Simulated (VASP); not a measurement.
A run of VASP 6.6.1 is set up as follows.

The input INCAR:

```
SYSTEM = Al3Ni2
PREC = Accurate
ENCUT = 520
EDIFF = 1E-6
ISMEAR = 0
SIGMA = 0.15
LREAL = .FALSE.
LASPH = .TRUE.
NELM = 100
ALGO = Fast
ISIF = 2
LWAVE = .FALSE.
LCHARG = .FALSE.
GGA = PS
NBANDS = 22
```

KPOINTS

```
regular mesh
0
G
  12 12 10
  0 0 0
```

Contents of POSCAR:

```
Al3Ni2
1.0
    4.2032966202      0.0000000000      0.0000000000
   -2.1016483101      3.6401616528      0.0000000000
    0.0000000000      0.0000000000      4.8594646093
Al Ni
3 2
Direct
    0.0000000000      0.0000000000      0.0000000000
    0.3333333333      0.6666666667      0.6477829058
    0.6666666667      0.3333333333      0.3522170942
    0.3333333333      0.6666666667      0.1455709071
    0.6666666667      0.3333333333      0.8544290929
```

Potentials or basis: VASP PAW PBE potentials, release 64 (Al, Ni).

Run with:

```console
$ cat potpaw_PBE.64/Al/POTCAR potpaw_PBE.64/Ni/POTCAR > POTCAR
$ mpirun -np 1 vasp_std > vasp.out
```

Question: Estimate the largest force.

Answer: 0.136 eV/Å.

Question: What does it give for the band gap on the k mesh?

Answer: Zero (an odd number of electrons rules out a gap without spin polarisation).

Question: Predict the pressure.

Answer: -10.5 GPa.

Forces in eV/Å, atoms in the order of the input:
```
Al   0.000  0.000  0.000
Al   0.000  0.000  0.054
Al   0.000  0.000 -0.054
Ni   0.000  0.000 -0.136
Ni   0.000  0.000  0.136
```

Caveat: the cell differs from its parent crystal (strain +0.0500 x Voigt [1, 1, 0, 0, 0, 0]); the cell stands under tension; the PAW data sets were made with another functional, which shifts forces and pressure a little. Spin polarisation is off, so any magnetic state and its effect on volume and gap are missing.
